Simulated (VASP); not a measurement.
A run of VASP 6.6.1 is set up as follows.

The input INCAR:

```
PREC = Accurate
ENCUT = 520
EDIFF = 1E-6
ISMEAR = -1
SIGMA = 0.05
LREAL = False
LASPH = True
NELM = 60
ALGO = Normal
ISIF = 2
LWAVE = False
LCHARG = False
LDIPOL = True
IDIPOL = 3
DIPOL = 0.5 0.5 0.500
GGA = PS
NBANDS = 44
```

KPOINTS

```
regular mesh
0
Gamma
  9 9 1
```

The input POSCAR:

```
Ta5W
1.0
    4.6415170996      0.0000000000      0.0000000000
   -2.3207585498      4.0196717203      0.0000000000
    0.0000000000      0.0000000000     20.7372000000
W Ta
1 5
Direct
    0.1666666667      0.3333333333      0.4003032895
    0.5000000000      1.0000000000      0.4355765075
    0.8333333333      0.6666666667      0.4714784872
    0.1666666667      0.3333333333      0.5285214933
    0.5000000000      1.0000000000      0.5644235197
    0.8333333333      0.6666666667      0.5996967025
```

Potentials or basis: VASP PAW PBE potentials, release 64 (W_sv, Ta_pv).

Command:

```sh
$ cat potpaw_PBE.64/W_sv/POTCAR potpaw_PBE.64/Ta_pv/POTCAR > POTCAR
$ mpirun -np 1 vasp_std > vasp.out
```

(1) What does it give for the band gap on the k mesh?

(2) Estimate the largest force.

## Answers

(1) zero (an odd number of electrons rules out a gap without spin polarisation).

(2) 1.710 eV/Å.

Caveat: the PAW data sets were made with another functional, which shifts forces and pressure a little; spin-orbit coupling is left out, which moves the levels of the heavy elements.
